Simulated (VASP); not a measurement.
Write the native input for VASP 6.6.1 that does the following.

```yaml
Task: single point
Functional: PBEsol
Potentials_or_basis: VASP PAW PBE potentials, release 64 (Ba_sv)
Cutoff: 520 eV
k_mesh: 14 × 14 × 14
Occupations: gaussian, width 0.15 eV
Spin: no spin polarisation
Dipole_correction: no
Further_INCAR_settings: ALGO = Fast; EDIFF = 1e-06; NBANDS = 11
```

The structure of Ba lies in POSCAR:

```
Ba
1.0
   -2.4000000000      2.4000000000      2.5000000000
    2.4000000000     -2.4000000000      2.5000000000
    2.4000000000      2.4000000000     -2.5000000000
Ba
1
Direct
    0.0000000000      0.0000000000      0.0000000000
```

This cell differs from its parent crystal: strain -0.040 along x and y, +0.000 along z.

One way to write it, as run:

INCAR

```
SYSTEM = Ba
ALGO = Fast ; EDIFF = 1E-6
ENCUT = 520 ; GGA = PS
ISIF = 2 ; ISMEAR = 0
LASPH = .TRUE. ; LCHARG = .FALSE.
LREAL = .FALSE. ; LWAVE = .FALSE.
NBANDS = 11 ; NELM = 100
PREC = Accurate ; SIGMA = 0.15
```

KPOINTS

```
k-points
0
G
  14 14 14
  0 0 0
```

Potentials or basis: VASP PAW PBE potentials, release 64 (Ba_sv).

Launch:

```sh
$ cat potpaw_PBE.64/Ba_sv/POTCAR > POTCAR
$ mpirun -np 1 vasp_std > vasp.out
```

It gave:

```json
{
  "Pressure": "0.2 GPa",
  "Band gap on the k mesh": "zero (bands 5 and 6 overlap by 1.13 eV)"
}
```

Caveat: the cell differs from its parent crystal (strain -0.040 along x and y, +0.000 along z); the PAW data sets were made with another functional, which shifts forces and pressure a little; spin-orbit coupling is left out, which moves the levels of the heavy elements.

Wall time 86 s on 1 thread of Intel Xeon 8259CL (shared host), peak memory 0.29 GiB.
